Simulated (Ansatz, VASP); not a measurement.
**One calculation of F, two programs**

POSCAR

```
F
1.0
   12.0000000000      0.0000000000      0.0000000000
    0.0000000000     12.2000000000      0.0000000000
    0.0000000000      0.0000000000     12.4000000000
F
2
Direct
    0.5000000000      0.5000000000      0.4430645161
    0.5000000000      0.5000000000      0.5569354839
```

INCAR.step1

```
SYSTEM = F
  PREC = Accurate
  ENCUT = 520
  EDIFF = 1E-5
  ISMEAR = 0
  SIGMA = 0.01
  LREAL = .FALSE.
  LASPH = .TRUE.
  NELM = 80
  ALGO = Normal
  LWAVE = .TRUE.
  LCHARG = .FALSE.
  GGA = PE
  NBANDS = 14
```

INCAR.step2

```
SYSTEM = F
  PREC = Accurate
  ENCUT = 520
  EDIFF = 1E-7
  ISMEAR = 0
  SIGMA = 0.01
  LREAL = .FALSE.
  LASPH = .TRUE.
  NELM = 80
  ALGO = Normal
  ISIF = 2
  LWAVE = .FALSE.
  LCHARG = .FALSE.
  GGA = PE
  LHFCALC = .TRUE.
  HFSCREEN = 0.2079
  PRECFOCK = Normal
  IBRION = 2
  NSW = 60
  EDIFFG = -0.01
  ISTART = 1
```

The input KPOINTS:

```
regular mesh
0
G
  1 1 1
  0 0 0
```

Input for Ansatz:

```yaml
crystal:
  lattice:
    - [12.0, 0.0, 0.0]
    - [0.0, 12.2, 0.0]
    - [0.0, 0.0, 12.4]
  atoms:
    - { symbol: F, position: [0.5, 0.5, 0.4430645161] }
    - { symbol: F, position: [0.5, 0.5, 0.5569354839] }
basis:
  ecutwfc: 600
  ecutrho_ratio: 5
kpoints:
  mp_grid: { grid: [1, 1, 1] }
hamiltonian:
  xc: hse06
scf:
  occupations: { method: gaussian, width: 0.01 }
output:
  forces: true
  stress: true
  eigenvalues: true
relax:
  f_tol: 0.01
  max_steps: 40
```

Alike in both runs: task relaxation of the atoms; functional HSE06; k mesh 1 × 1 × 1; occupations gaussian, width 0.01 eV; no spin polarisation.

|  | VASP | Ansatz |
| --- | --- | --- |
| version | VASP 6.6.1 | Ansatz 0.2.0 |
| potentials or method | VASP PAW PBE potentials, release 64 (F), cutoff 520 eV | scalar-relativistic, plane waves, PAW |
| valence electrons in the cell | 14 | 14 |

|  | VASP | Ansatz | Ansatz less VASP |
| --- | --- | --- | --- |
| gap on the k mesh at the Fermi level, each at its own relaxed structure (eV) | 7.23 | 7.47 | +0.243 |

Ansatz's warnings: stress exchange threshold loose, stress scf threshold loose.
